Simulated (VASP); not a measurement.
Runs of VASP 6.6.1 on BP (pbe). The structure is that of space group F-43m (No. 216), or close to it. The cells are those of the table. 

| task | cell | cutoff (eV) | smearing | gap on the mesh (eV) | pressure (GPa) |
| --- | --- | --- | --- | --- | --- |
| single point | a = 3.225, b = 3.225, c = 3.248 Å, angles 59.8, 59.8, 60.5°, 2 atoms | 500 | gaussian 0.02 eV | 1.09 | -2.6 |
| relaxation of the atoms | atoms relaxed from a = 3.225, b = 3.225, c = 3.248 Å, angles 59.8, 59.8, 60.5°, 2 atoms | 450 | gaussian 0.02 eV | 1.08 | -2.6 |
| single point | a = 3.229, b = 3.229, c = 3.248 Å, angles 59.8, 59.8, 60.4°, 2 atoms | 500 | gaussian 0.02 eV | 1.12 | -2.9 |
| relaxation of the atoms | atoms relaxed from a = 3.223, b = 3.223, c = 3.248 Å, angles 59.7, 59.7, 60.5°, 2 atoms | 450 | gaussian 0.02 eV | 1.06 | -2.3 |
| single point | a = 3.225, b = 3.225, c = 3.248 Å, angles 59.8, 59.8, 60.5°, 2 atoms | 500 | gaussian 0.01 eV | 1.09 | -2.6 |
| single point | a = 3.223, b = 3.223, c = 3.248 Å, angles 59.7, 59.7, 60.5°, 2 atoms | 500 | gaussian 0.02 eV | 1.06 | (a) |
| relaxation of the atoms | atoms relaxed from a = 3.229, b = 3.229, c = 3.248 Å, angles 59.8, 59.8, 60.4°, 2 atoms | 450 | gaussian 0.02 eV | 1.12 | -2.9 |

Alike in all rows: level PBE; potentials or basis VASP PAW PBE potentials, release 64 (B, P); no spin polarisation; k mesh 8 × 8 × 8.

Question: Fill in the values left out.

Answer: (a) -2.4.

Caveats: the relaxation stopped at its first step, so nothing moved (some runs).

A k mesh can miss the band edges.
